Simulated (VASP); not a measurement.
# CdTe (F-43m) in VASP: notebook

The runs below take CdTe through relaxation of cell and atoms, single point, with RPBE+D3(BJ), PBEsol, PBE.

All numbers are computed with VASP 6.6.1; they aren't measurements. Logs are shortened: lines on timing, memory, paths and dates and some standing lists are left out, and cuts for length are marked.

### 1 The cell of the first run

It takes space group F-43m (No. 216, cubic). Conventional cell: a = 6.410 Å, b = 6.410 Å, c = 6.410 Å, α = 90.00°, β = 90.00°, γ = 90.00°. Within 3.7 Å of Te (site symmetry -43m) lie 4 Cd at 2.78 Å. Cd (site symmetry -43m) has 4 Te at 2.78 Å within 3.7 Å.

### 2 Relaxation of cell and atoms, RPBE+D3(BJ)

INCAR

```
SYSTEM = CdTe
PREC = Accurate
ENCUT = 600
EDIFF = 1E-6
ISMEAR = -1
SIGMA = 0.05
LREAL = .FALSE.
LASPH = .TRUE.
NELM = 80
ALGO = Normal
ISIF = 3
LWAVE = .FALSE.
LCHARG = .FALSE.
GGA = RP
IVDW = 12
IBRION = 2
NSW = 60
EDIFFG = -0.01
```

KPOINTS

```
Automatic mesh
0
G
  7 7 7
  0 0 0
```

POSCAR

```
CdTe
1.0
    0.0000000000      3.2050000000      3.2050000000
    3.2050000000      0.0000000000      3.2050000000
    3.2050000000      3.2050000000      0.0000000000
Te Cd
1 1
Direct
    0.7500000000      0.7500000000      0.7500000000
    0.0000000000      0.0000000000      0.0000000000
```

Potentials or basis: VASP PAW PBE potentials, release 64 (Te, Cd).

Started as:

```bash
> cat potpaw_PBE.64/Te/POTCAR potpaw_PBE.64/Cd/POTCAR > POTCAR
> mpirun -np 1 vasp_std > vasp.out
```

OUTCAR:

```text
SYSTEM = CdTe
   PREC = Accurate
   ENCUT = 600
   EDIFF = 1E-6
   ISMEAR = -1
   LREAL = .FALSE.
   LASPH = .TRUE.
   NELM = 80
   ISIF = 3
   GGA = RP
   IVDW = 12
   IBRION = 2
   NSW = 60
   EDIFFG = -0.01
 IVDW          = 12

 ion  position               nearest neighbor table
   1  0.750  0.750  0.750-   2 2.78   2 2.78   2 2.78   2 2.78
   2  0.000  0.000  0.000-   1 2.78   1 2.78   1 2.78   1 2.78

  LATTYP: Found a face centered cubic cell.
 ALAT       =     6.4100000000

  Lattice vectors:

 A1 = (   0.0000000000,   3.2050000000,   3.2050000000)
 A2 = (   3.2050000000,   0.0000000000,   3.2050000000)
 A3 = (   3.2050000000,   3.2050000000,   0.0000000000)

Analysis of symmetry for initial positions (statically):
=====================================================================
 Subroutine PRICEL returns:
 Original cell was already a primitive cell.

 Routine SETGRP: Setting up the symmetry group for a
 face centered cubic supercell.

 Subroutine GETGRP returns: Found 24 space group operations
 (whereof 24 operations were pure point group operations)
 out of a pool of 48 trial point group operations.

The static configuration has the point symmetry T_d .

Analysis of symmetry for dynamics (positions and initial velocities):
=====================================================================
 Subroutine PRICEL returns:
 Original cell was already a primitive cell.

 Routine SETGRP: Setting up the symmetry group for a
 face centered cubic supercell.

 Subroutine GETGRP returns: Found 24 space group operations
 (whereof 24 operations were pure point group operations)
 out of a pool of 48 trial point group operations.

The dynamic configuration has the point symmetry T_d .

 Subroutine INISYM returns: Found 24 space group operations
 (whereof 24 operations are pure point group operations),
 and found     1 'primitive' translations

----------------------------------------------------------------------------------------

                                     Primitive cell

  volume of cell :      65.8437

  direct lattice vectors                    reciprocal lattice vectors
     0.000000000  3.205000000  3.205000000    -0.156006240  0.156006240  0.156006240
     3.205000000  0.000000000  3.205000000     0.156006240 -0.156006240  0.156006240
     3.205000000  3.205000000  0.000000000     0.156006240  0.156006240 -0.156006240

  length of vectors
     4.532554467  4.532554467  4.532554467     0.270210734  0.270210734  0.270210734

  position of ions in fractional coordinates (direct lattice)
     0.750000000  0.750000000  0.750000000
     0.000000000  0.000000000  0.000000000

  ion indices of the primitive-cell ions
   primitive index   ion index
                 1           1
                 2           2

----------------------------------------------------------------------------------------

 KPOINTS: Automatic mesh

Automatic generation of k-mesh.
 Grid dimensions read from file:
 generate k-points for:    7    7    7

 Generating k-lattice:

  Cartesian coordinates                     Fractional coordinates (reciprocal lattice)
    -0.022286606  0.022286606  0.022286606     0.142857143  0.000000000  0.000000000
     0.022286606 -0.022286606  0.022286606     0.000000000  0.142857143  0.000000000
     0.022286606  0.022286606 -0.022286606     0.000000000  0.000000000  0.142857143

  Length of vectors
     0.038601533  0.038601533  0.038601533

  Shift w.r.t. Gamma in fractional coordinates (k-lattice)
     0.000000000  0.000000000  0.000000000

 Subroutine IBZKPT returns following result:
 ===========================================

 Found     20 irreducible k-points:

 Following reciprocal coordinates:
            Coordinates               Weight
  0.000000  0.000000  0.000000      1.000000
  0.142857  0.000000  0.000000      8.000000
  0.285714  0.000000  0.000000      8.000000
  0.428571  0.000000  0.000000      8.000000
  0.142857  0.142857  0.000000      6.000000
  0.285714  0.142857  0.000000     24.000000
[... 12 lines left out ...]
 -0.428571  0.428571  0.142857     24.000000
 -0.285714  0.428571  0.142857     24.000000
   k-points           NKPTS =     20   k-points in BZ     NKDIM =     20   number of bands    NBANDS=     13
   number of dos      NEDOS =    301   number of ions     NIONS =      2
   total plane-waves  NPLWV =  46656
   dimension x,y,z NGX =    36 NGY =   36 NGZ =   36
   dimension x,y,z NGXF=    72 NGYF=   72 NGZF=   72
   ions per type =               1   1
   NGX,Y,Z   is equivalent  to a cutoff of  13.20, 13.20, 13.20 a.u.
   NGXF,Y,Z  is equivalent  to a cutoff of  26.41, 26.41, 26.41 a.u.
 SYSTEM =  CdTe
   PREC   = accura    normal or accurate (medium, high low for compatibility)
   ISTART =      0    job   : 0-new  1-cont  2-samecut
   ICHARG =      2    charge: 1-file 2-atom 10-const
   ISPIN  =      1    spin polarized calculation?
   LNONCOLLINEAR =      F non collinear calculations
   LSORBIT =      F    spin-orbit coupling
   LASPH  =      T    aspherical Exc in radial PAW
   ENCUT  =  600.0 eV  44.10 Ry    6.64 a.u.   9.05  9.05  9.05*2*pi/ulx,y,z
   NELM   =     80;   NELMIN=  2; NELMDL= -5     # of ELM steps
   EDIFF  = 0.1E-05   stopping-criterion for ELM
   LREAL  =      F    real-space projection
   EDIFFG = -.1E-01   stopping-criterion for IOM
   NSW    =     60    number of steps for IOM
   IBRION =      2    ionic relax: 0-MD 1-quasi-New 2-CG
   NFREE  =      1    steps in history (QN), initial steepest desc. (CG)
   ISIF   =      3    stress and relaxation
   ISYM   =      2    0-nonsym 1-usesym 2-fastsym
   POTIM  = 0.5000    time-step for ionic-motion
   TEBEG  =    0.0;   TEEND  =   0.0 temperature during run
   PSTRESS=    0.0 pullay stress
   NELECT =      18.0000    total number of electrons
   NUPDOWN=      -1.0000    fix difference up-down
   EMIN   =  10.00;   EMAX   =-10.00  energy-range for DOS
   EFERMI =   0.00;   METHOD = LEGACY
   ISMEAR =    -1;   SIGMA  =   0.05  broadening in eV -4-tet -1-fermi 0-gaus
   EFERMI_NEDOS =   21; number of points for ismear=-14 and -15
   IALGO  =     38    algorithm
   IMIX   =      4    mixing-type and parameters
     AMIX     =   0.40;   BMIX     =  1.00
     AMIX_MAG =   1.60;   BMIX_MAG =  1.00
  volume/ion in A,a.u.               =      32.92       222.17
  Fermi-wavevector in a.u.,A,eV,Ry     =   1.062497  2.007828 15.359610  1.128899
  Thomas-Fermi vector in A             =   2.197950
   LORBIT       =      0    0 simple, 1 ext, 2 COOP (PROOUT), +10 PAW based schemes
   GGA     = RP    functional components
   LHFCALC =     F    Hartree Fock is set to
   AEXX    =    0.0000 exact exchange contribution
   IVDW    =    12    specifies the selected vdW correction
   LEPSILON=     F    determine dielectric tensor
   LRPA    =     F    only Hartree local field effects (RPA)
 conjugate gradient relaxation of ions
 non-spin polarized calculation
  energy-cutoff  :      600.00
  volume of cell :       65.84
 maximum number of plane-waves:      2213
   NGX = 19   NGY = 19   NGZ = 19

--------------------------------------- Ionic step        1  -------------------------------------------

 number of electron      17.9999995 magnetization

 Free energy of the ion-electron system (eV)
  ---------------------------------------------------
  ext. energy  EPLUGINS =         0.00000000
  ---------------------------------------------------
  free energy    TOTEN  =        -4.02228768 eV

  energy without entropy =       -4.02228723  energy(sigma->0) =       -4.02228745

------------------------ aborting loop because EDIFF is reached ----------------------------------------

 Edisp (eV)   -3.06619

 E8    (eV) :    -1.9916

  FORCE on cell =-STRESS in cart. coord.  units (eV):
  Direction    XX          YY          ZZ          XY          YZ          ZX
  --------------------------------------------------------------------------------------
  -------------------------------------------------------------------------------------
  Total      -1.17193    -1.17193    -1.17193     0.00000    -0.00000    -0.00000
  in kB     -28.51671   -28.51671   -28.51671     0.00000    -0.00000    -0.00000
  external pressure =      -28.52 kB  Pullay stress =        0.00 kB

 VOLUME and BASIS-vectors are now :
 -----------------------------------------------------------------------------
  energy-cutoff  :      600.00
  volume of cell :       65.84
      direct lattice vectors                 reciprocal lattice vectors
     0.000000000  3.205000000  3.205000000    -0.156006240  0.156006240  0.156006240
     3.205000000  0.000000000  3.205000000     0.156006240 -0.156006240  0.156006240
     3.205000000  3.205000000  0.000000000     0.156006240  0.156006240 -0.156006240

 POSITION                                       TOTAL-FORCE (eV/Angst)
 -----------------------------------------------------------------------------------
      4.80750      4.80750      4.80750         0.000000      0.000000      0.000000
      0.00000      0.00000      0.00000        -0.000000     -0.000000     -0.000000
 -----------------------------------------------------------------------------------
    total drift:                                0.000000      0.000000      0.000000
[... 25 lines left out ...]
 VOLUME and BASIS-vectors are now :
 -----------------------------------------------------------------------------
  energy-cutoff  :      600.00
  volume of cell :       60.42
      direct lattice vectors                 reciprocal lattice vectors
     0.000000000  3.114399176  3.114399176    -0.160544610  0.160544610  0.160544610
     3.114399176 -0.000000000  3.114399176     0.160544610 -0.160544610  0.160544610
     3.114399176  3.114399176  0.000000000     0.160544610  0.160544610 -0.160544610

 POSITION                                       TOTAL-FORCE (eV/Angst)
 -----------------------------------------------------------------------------------
      4.67160      4.67160      4.67160        -0.000000      0.000000      0.000000
      6.22880      6.22880      6.22880         0.000000      0.000000     -0.000000
 -----------------------------------------------------------------------------------
    total drift:                                0.000000      0.000000      0.000000

  FREE ENERGIE OF THE ION-ELECTRON SYSTEM (eV)
  ---------------------------------------------------
  free  energy   TOTEN  =        -7.1163769310 eV

  energy  without entropy=       -7.1163768953  energy(sigma->0) =       -7.11637691

--------------------------------------- Ionic step        3  -------------------------------------------

 number of electron      18.0000004 magnetization

 Free energy of the ion-electron system (eV)
  ---------------------------------------------------
  ext. energy  EPLUGINS =         0.00000000
  ---------------------------------------------------
  free energy    TOTEN  =        -3.83491659 eV

  energy without entropy =       -3.83491651  energy(sigma->0) =       -3.83491655

 E-fermi :   3.9856     XC(G=0):  -8.8039

 val. band max:        3.3516691819   @ k =   0.0000   0.0000   0.0000
 cond. band min:       4.5603512081   @ k =   0.0000   0.0000   0.0000
 fundamental gap:      1.2086820262
 Fermi energy:         3.9856423548

 k-point     1 :       0.0000    0.0000    0.0000
  band No.  band energies     occupation
      1      -8.3557      2.00000
      2      -5.3065      2.00000
      3      -5.3065      2.00000
      4      -5.3065      2.00000
      5      -4.9730      2.00000
      6      -4.9730      2.00000
      7       3.3517      1.99999
      8       3.3517      1.99999
      9       3.3517      1.99999
     10       4.5604      0.00002
     11       7.9257      0.00000
     12       7.9257      0.00000
     13       7.9257      0.00000

 k-point     2 :       0.1429    0.0000    0.0000
  band No.  band energies     occupation
      1      -8.2652      2.00000
      2      -5.2883      2.00000
      3      -5.2883      2.00000
      4      -5.2394      2.00000
      5      -4.9746      2.00000
      6      -4.9746      2.00000
      7       1.8512      2.00000
      8       3.1416      2.00000
      9       3.1416      2.00000
     10       5.4561      0.00000
     11       8.0871      0.00000
     12       8.2257      0.00000
     13       8.2257      0.00000
[... 303 lines left out ...]
 VOLUME and BASIS-vectors are now :
 -----------------------------------------------------------------------------
  energy-cutoff  :      600.00
  volume of cell :       62.05
      direct lattice vectors                 reciprocal lattice vectors
     0.000000000  3.142242261  3.142242261    -0.159122040  0.159122040  0.159122040
     3.142242261 -0.000000000  3.142242261     0.159122040 -0.159122040  0.159122040
     3.142242261  3.142242261  0.000000000     0.159122040  0.159122040 -0.159122040

 POSITION                                       TOTAL-FORCE (eV/Angst)
 -----------------------------------------------------------------------------------
      4.71336      4.71336      4.71336         0.000000      0.000000      0.000000
      0.00000      0.00000      0.00000        -0.000000     -0.000000     -0.000000
 -----------------------------------------------------------------------------------
    total drift:                                0.000000      0.000000      0.000000

  FREE ENERGIE OF THE ION-ELECTRON SYSTEM (eV)
  ---------------------------------------------------
  free  energy   TOTEN  =        -7.1241853220 eV

  energy  without entropy=       -7.1241852432  energy(sigma->0) =       -7.12418528

 reached required accuracy - stopping structural energy minimisation
```

Run time: 33 s. Hardware: 1 thread of AMD EPYC 9R45 (Zen 5), shared host; peak memory 0.2 GiB.

What came out:

```
Free energy                            : -7.1242 eV
Relaxed volume                         : 31.03 Å³/atom
Relaxed cell                           : a = 4.444 Å, b = 4.444 Å, c = 4.444 Å, α = 60.00°, β = 60.00°, γ = 60.00°
Space group after relaxing (to 0.05 Å) : F-43m (No. 216)
Energy gained by relaxing              : 17.9 meV/atom
Ionic steps                            : 3
Pressure after relaxing                : 0.0 GPa
Band gap on the k mesh                 : 1.21 eV, direct
Dispersion energy per atom             : -1.645 eV
```

Step by step:
| step | energy change (eV) | largest force (eV/Å) | pressure (GPa) | volume (Å³) |
| --- | --- | --- | --- | --- |
| 1 | 0.0000 | 0.0000 | -2.85 | 65.84 |
| 2 | -0.0279 | 0.0000 | 1.57 | 60.42 |
| 3 | -0.0357 | 0.0000 | 0.00 | 62.05 |

Final structure:
```
Te Cd
1.0
     0.00000    3.14224    3.14224
     3.14224    0.00000    3.14224
     3.14224    3.14224    0.00000
Te Cd
1 1
Cartesian
  4.7134 4.7134 4.7134
  0.0000 0.0000 0.0000
```

Caveat: the PAW data sets were made with another functional, which shifts forces and pressure a little; spin-orbit coupling is left out, which moves the levels of the heavy elements.

[end of part 1 of 2]
